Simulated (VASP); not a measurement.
**Ru: single point with r2SCAN**

Crystal: Ru.

```
Ru
1.0
     2.70595    0.00000    0.00000
    -1.35297    2.34342    0.00000
     0.00000    0.00000    4.25791
Ru
2
Direct
  0.33333 0.66667 0.25000
  0.66667 0.33333 0.75000
```

| Property | Result |
| --- | --- |
| Program | VASP 6.6.1 |
| Task | single point |
| Functional | r2SCAN |
| Potentials or basis | VASP PAW PBE potentials, release 64 (Ru_sv) |
| Cutoff | 620 eV |
| k mesh | 13 × 13 × 8 |
| Occupations | methfessel-paxton, width 0.2 eV |
| Spin | no spin polarisation |
| Dipole correction | no |
| Further INCAR settings | ALGO = Normal; EDIFF = 1e-06; NBANDS = 23 |

* Pressure: -0.1 GPa
* Band gap on the k mesh: zero (bands 16 and 17 overlap by 3.25 eV)

Stress tensor (GPa, compression positive):
```
 0.10  0.00  0.00
 0.00  0.10  0.00
 0.00  0.00 -0.52
```

Levels at points of the mesh, in eV from the Fermi level:
```csv
k point,band 13,band 14,band 15,band 16,band 17,band 18,band 19,band 20
"(0.00, 0.00, 0.00)",-2.53,-2.06,-2.06,-1.57,-1.57,1.19,1.19,1.37
"(0.00, 0.00, 0.50)",-2.98,-2.98,-2.86,-2.86,0.52,0.52,0.52,0.52
```

Run time: 5.4 min on 1 thread of AMD EPYC 7R43 64-Core Processor (Zen 3) (shared host), peak memory 0.17 GiB.

Caveat: the PAW data sets were made with another functional, which shifts forces and pressure a little.
